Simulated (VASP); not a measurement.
# SiC (zincblende type) (F-43m) in VASP: single point with PBE

Aim: the single point of SiC (zincblende type) with PBE.

All numbers are computed with VASP 6.6.1; they aren't measurements. Logs are shortened: lines on timing, memory, paths and dates and some standing lists are left out, and cuts for length are marked.

### Step 1. The cell of the first run

It takes space group F-43m (No. 216, cubic). The conventional cell has a = 4.380 Å, b = 4.380 Å, c = 4.380 Å, α = 90.00°, β = 90.00°, γ = 90.00°. Si (site symmetry -43m) has 4 C at 1.90 Å within 2.5 Å. C (site symmetry -43m) has 4 Si at 1.90 Å within 2.5 Å.

### Step 2. Single point, PBE

INCAR

```
PREC = Accurate ; ENCUT = 520
EDIFF = 1E-6 ; ISMEAR = -1
SIGMA = 0.02 ; LREAL = F
LASPH = T ; NELM = 60
ALGO = Normal ; ISIF = 2
LWAVE = F ; LCHARG = F
GGA = PE ; NBANDS = 11
```

KPOINTS

```
Automatic mesh
0
Gamma
  13 13 13
```

POSCAR

```
SiC
1.0
    0.0000000000      2.1898574504      2.1898574504
    2.1898574504      0.0000000000      2.1898574504
    2.1898574504      2.1898574504      0.0000000000
Si C
1 1
Direct
    0.0000000000      0.0000000000      0.0000000000
    0.2500000000      0.2500000000      0.2500000000
```

Potentials or basis: VASP PAW PBE potentials, release 64 (Si, C).

Launch:

```console
cat potpaw_PBE.64/Si/POTCAR potpaw_PBE.64/C/POTCAR > POTCAR
mpirun -np 1 vasp_std > vasp.out
```

OUTCAR:

```text
PREC = Accurate
   ENCUT = 520
   EDIFF = 1E-6
   ISMEAR = -1
   LREAL = F
   LASPH = T
   NELM = 60
   ISIF = 2
   GGA = PE

 ion  position               nearest neighbor table
   1  0.000  0.000  0.000-   2 1.90   2 1.90   2 1.90   2 1.90
   2  0.250  0.250  0.250-   1 1.90   1 1.90   1 1.90   1 1.90

  LATTYP: Found a face centered cubic cell.
 ALAT       =     4.3797149008

  Lattice vectors:

 A1 = (   0.0000000000,   2.1898574504,   2.1898574504)
 A2 = (   2.1898574504,   0.0000000000,   2.1898574504)
 A3 = (   2.1898574504,   2.1898574504,   0.0000000000)

Analysis of symmetry for initial positions (statically):
=====================================================================
 Subroutine PRICEL returns:
 Original cell was already a primitive cell.

 Routine SETGRP: Setting up the symmetry group for a
 face centered cubic supercell.

 Subroutine GETGRP returns: Found 24 space group operations
 (whereof 24 operations were pure point group operations)
 out of a pool of 48 trial point group operations.

The static configuration has the point symmetry T_d .

Analysis of symmetry for dynamics (positions and initial velocities):
=====================================================================
 Subroutine PRICEL returns:
 Original cell was already a primitive cell.

 Routine SETGRP: Setting up the symmetry group for a
 face centered cubic supercell.

 Subroutine GETGRP returns: Found 24 space group operations
 (whereof 24 operations were pure point group operations)
 out of a pool of 48 trial point group operations.

The dynamic configuration has the point symmetry T_d .

 Subroutine INISYM returns: Found 24 space group operations
 (whereof 24 operations are pure point group operations),
 and found     1 'primitive' translations

----------------------------------------------------------------------------------------

                                     Primitive cell

  volume of cell :      21.0028

  direct lattice vectors                    reciprocal lattice vectors
     0.000000000  2.189857450  2.189857450    -0.228325364  0.228325364  0.228325364
     2.189857450  0.000000000  2.189857450     0.228325364 -0.228325364  0.228325364
     2.189857450  2.189857450  0.000000000     0.228325364  0.228325364 -0.228325364

  length of vectors
     3.096926106  3.096926106  3.096926106     0.395471132  0.395471132  0.395471132

  position of ions in fractional coordinates (direct lattice)
     0.000000000  0.000000000  0.000000000
     0.250000000  0.250000000  0.250000000

  ion indices of the primitive-cell ions
   primitive index   ion index
                 1           1
                 2           2

----------------------------------------------------------------------------------------

 KPOINTS: Automatic mesh

Automatic generation of k-mesh.
 Grid dimensions read from file:
 generate k-points for:   13   13   13

 Generating k-lattice:

  Cartesian coordinates                     Fractional coordinates (reciprocal lattice)
    -0.017563490  0.017563490  0.017563490     0.076923077  0.000000000  0.000000000
     0.017563490 -0.017563490  0.017563490     0.000000000  0.076923077  0.000000000
     0.017563490  0.017563490 -0.017563490     0.000000000  0.000000000  0.076923077

  Length of vectors
     0.030420856  0.030420856  0.030420856

  Shift w.r.t. Gamma in fractional coordinates (k-lattice)
     0.000000000  0.000000000  0.000000000

 Subroutine IBZKPT returns following result:
 ===========================================

 Found     84 irreducible k-points:

 Following reciprocal coordinates:
            Coordinates               Weight
  0.000000  0.000000  0.000000      1.000000
  0.076923  0.000000  0.000000      8.000000
  0.153846  0.000000  0.000000      8.000000
  0.230769  0.000000  0.000000      8.000000
  0.307692  0.000000  0.000000      8.000000
  0.384615  0.000000  0.000000      8.000000
[... 16 lines left out ...]
  0.384615  0.153846  0.000000     24.000000
  0.461538  0.153846  0.000000     24.000000
 [... further k-points ...]
   k-points           NKPTS =     84   k-points in BZ     NKDIM =     84   number of bands    NBANDS=     11
   number of dos      NEDOS =    301   number of ions     NIONS =      2
   total plane-waves  NPLWV =  13824
   dimension x,y,z NGX =    24 NGY =   24 NGZ =   24
   dimension x,y,z NGXF=    48 NGYF=   48 NGZF=   48
   ions per type =               1   1
   NGX,Y,Z   is equivalent  to a cutoff of  12.88, 12.88, 12.88 a.u.
   NGXF,Y,Z  is equivalent  to a cutoff of  25.77, 25.77, 25.77 a.u.
 SYSTEM =  unknown system
   PREC   = accura    normal or accurate (medium, high low for compatibility)
   ISTART =      0    job   : 0-new  1-cont  2-samecut
   ICHARG =      2    charge: 1-file 2-atom 10-const
   ISPIN  =      1    spin polarized calculation?
   LNONCOLLINEAR =      F non collinear calculations
   LSORBIT =      F    spin-orbit coupling
   LASPH  =      T    aspherical Exc in radial PAW
   ENCUT  =  520.0 eV  38.22 Ry    6.18 a.u.   5.76  5.76  5.76*2*pi/ulx,y,z
   NELM   =     60;   NELMIN=  2; NELMDL= -5     # of ELM steps
   EDIFF  = 0.1E-05   stopping-criterion for ELM
   LREAL  =      F    real-space projection
   EDIFFG = 0.1E-04   stopping-criterion for IOM
   NSW    =      0    number of steps for IOM
   IBRION =     -1    ionic relax: 0-MD 1-quasi-New 2-CG
   NFREE  =      0    steps in history (QN), initial steepest desc. (CG)
   ISIF   =      2    stress and relaxation
   ISYM   =      2    0-nonsym 1-usesym 2-fastsym
   POTIM  = 0.5000    time-step for ionic-motion
   TEBEG  =    0.0;   TEEND  =   0.0 temperature during run
   PSTRESS=    0.0 pullay stress
   NELECT =       8.0000    total number of electrons
   NUPDOWN=      -1.0000    fix difference up-down
   EMIN   =  10.00;   EMAX   =-10.00  energy-range for DOS
   EFERMI =   0.00;   METHOD = LEGACY
   ISMEAR =    -1;   SIGMA  =   0.02  broadening in eV -4-tet -1-fermi 0-gaus
   EFERMI_NEDOS =   21; number of points for ismear=-14 and -15
   IALGO  =     38    algorithm
   IMIX   =      4    mixing-type and parameters
     AMIX     =   0.40;   BMIX     =  1.00
     AMIX_MAG =   1.60;   BMIX_MAG =  1.00
  volume/ion in A,a.u.               =      10.50        70.87
  Fermi-wavevector in a.u.,A,eV,Ry     =   1.186713  2.242562 19.160914  1.408287
  Thomas-Fermi vector in A             =   2.322880
   LORBIT       =      0    0 simple, 1 ext, 2 COOP (PROOUT), +10 PAW based schemes
   GGA     = PE    functional components
   LHFCALC =     F    Hartree Fock is set to
   AEXX    =    0.0000 exact exchange contribution
   IVDW    =     0    specifies the selected vdW correction
   LEPSILON=     F    determine dielectric tensor
   LRPA    =     F    only Hartree local field effects (RPA)
 non-spin polarized calculation
  energy-cutoff  :      520.00
  volume of cell :       21.00
 maximum number of plane-waves:       576
   NGX = 11   NGY = 11   NGZ = 11

 number of electron       8.0000001 magnetization

 Free energy of the ion-electron system (eV)
  ---------------------------------------------------
  ext. energy  EPLUGINS =         0.00000000
  ---------------------------------------------------
  free energy    TOTEN  =       -15.06097349 eV

  energy without entropy =      -15.06097349  energy(sigma->0) =      -15.06097349

 E-fermi :   8.4236     XC(G=0): -11.2913

 val. band max:        7.9403719418   @ k =   0.0000   0.0000   0.0000
 cond. band min:       9.3795310268   @ k =   0.4615   0.4615   0.0000
 fundamental gap:      1.4391590851
 Fermi energy:         8.4235926266

 k-point     1 :       0.0000    0.0000    0.0000
  band No.  band energies     occupation
      1      -7.3463      2.00000
      2       7.9404      2.00000
      3       7.9404      2.00000
      4       7.9404      2.00000
      5      13.9997      0.00000
      6      15.1450      0.00000
      7      15.1450      0.00000
      8      15.1450      0.00000
      9      22.3602      0.00000
     10      22.3602      0.00000
     11      24.1905      0.00000

 k-point     2 :       0.0769    0.0000    0.0000
  band No.  band energies     occupation
      1      -7.2319      2.00000
      2       7.3135      2.00000
      3       7.8591      2.00000
      4       7.8591      2.00000
      5      14.2351      0.00000
      6      15.2525      0.00000
      7      15.2954      0.00000
      8      15.2954      0.00000
      9      21.7049      0.00000
     10      21.7049      0.00000
     11      24.2287      0.00000

 k-point     3 :       0.1538    0.0000    0.0000
  band No.  band energies     occupation
      1      -6.8917      2.00000
      2       5.8602      2.00000
      3       7.6528      2.00000
      4       7.6528      2.00000
      5      14.1940      0.00000
      6      15.6142      0.00000
      7      15.6142      0.00000
      8      15.9903      0.00000
      9      20.9191      0.00000
     10      20.9191      0.00000
     11      23.6060      0.00000

 k-point     4 :       0.2308    0.0000    0.0000
  band No.  band energies     occupation
      1      -6.3358      2.00000
      2       4.1194      2.00000
      3       7.3990      2.00000
      4       7.3990      2.00000
      5      13.8796      0.00000
      6      15.7715      0.00000
      7      15.7715      0.00000
      8      16.9549      0.00000
      9      20.8491      0.00000
     10      20.8491      0.00000
     11      23.0278      0.00000
[... 239 lines left out ...]
 k-point    22 :       0.3077    0.1538    0.0000
  band No.  band energies     occupation
      1      -5.7141      2.00000
      2       3.6254      2.00000
      3       6.3551      2.00000
      4       6.4212      2.00000
      5      13.0426      0.00000
      6      15.4539      0.00000
      7      16.6587      0.00000
      8      17.3293      0.00000
      9      20.1015      0.00000
     10      23.5217      0.00000
     11      25.3393      0.00000

 k-point    23 :       0.3846    0.1538    0.0000
  band No.  band energies     occupation
      1      -4.9277      2.00000
      2       2.0398      2.00000
      3       5.9801      2.00000
      4       6.2220      2.00000
      5      12.8894      0.00000
      6      15.6784      0.00000
      7      17.0309      0.00000
      8      17.0760      0.00000
      9      20.9993      0.00000
     10      24.5251      0.00000
     11      25.2885      0.00000

 k-point    24 :       0.4615    0.1538    0.0000
  band No.  band energies     occupation
      1      -4.0745      2.00000
      2       0.6470      2.00000
      3       5.5569      2.00000
      4       6.2301      2.00000
      5      12.8502      0.00000
      6      15.5367      0.00000
      7      16.6836      0.00000
      8      18.0764      0.00000
      9      21.5844      0.00000
     10      25.3697      0.00000
     11      25.6203      0.00000

 [... further k-points ...]

------------------------ aborting loop because EDIFF is reached ----------------------------------------

  FORCE on cell =-STRESS in cart. coord.  units (eV):
  Direction    XX          YY          ZZ          XY          YZ          ZX
  --------------------------------------------------------------------------------------
  -------------------------------------------------------------------------------------
  Total       -0.0061265     -0.0061265     -0.0061265      0.0000000      0.0000000     -0.0000000
  in kB       -0.4673500     -0.4673500     -0.4673500      0.0000000      0.0000000     -0.0000000
  external PRESSURE =      -0.4673500 kB  Pullay stress =       0.0000000 kB

 VOLUME and BASIS-vectors are now :
 -----------------------------------------------------------------------------
  energy-cutoff  :      520.00
  volume of cell :       21.00
      direct lattice vectors                 reciprocal lattice vectors
     0.000000000  2.189857450  2.189857450    -0.228325364  0.228325364  0.228325364
     2.189857450  0.000000000  2.189857450     0.228325364 -0.228325364  0.228325364
     2.189857450  2.189857450  0.000000000     0.228325364  0.228325364 -0.228325364

 POSITION                                       TOTAL-FORCE (eV/Angst)
 -----------------------------------------------------------------------------------
      0.00000      0.00000      0.00000        -0.000000     -0.000000     -0.000000
      1.09493      1.09493      1.09493         0.000000      0.000000      0.000000
 -----------------------------------------------------------------------------------
    total drift:                                0.000000      0.000000      0.000000

  FREE ENERGIE OF THE ION-ELECTRON SYSTEM (eV)
  ---------------------------------------------------
  free  energy   TOTEN  =       -15.0609734854 eV

  energy  without entropy=      -15.0609734854  energy(sigma->0) =      -15.06097349
```

Run time: 13 s. Hardware: 1 thread of Intel Xeon 8259CL, shared host; peak memory 0.14 GiB.

Results:

* Free energy: -15.0610 eV
* Pressure: 0.0 GPa
* Band gap on the k mesh: 1.44 eV (least direct gap 4.56 eV)

Levels at points of the mesh, in eV from the valence-band top:
```csv
k point,band 1,band 2,band 3,band 4,band 5,band 6,band 7,band 8
"(0.00, 0.00, 0.00)",-15.29,0.00,0.00,0.00,6.06,7.20,7.20,7.20
```

Caveat: an odd mesh through Γ misses points on the zone boundary, where band edges can lie.
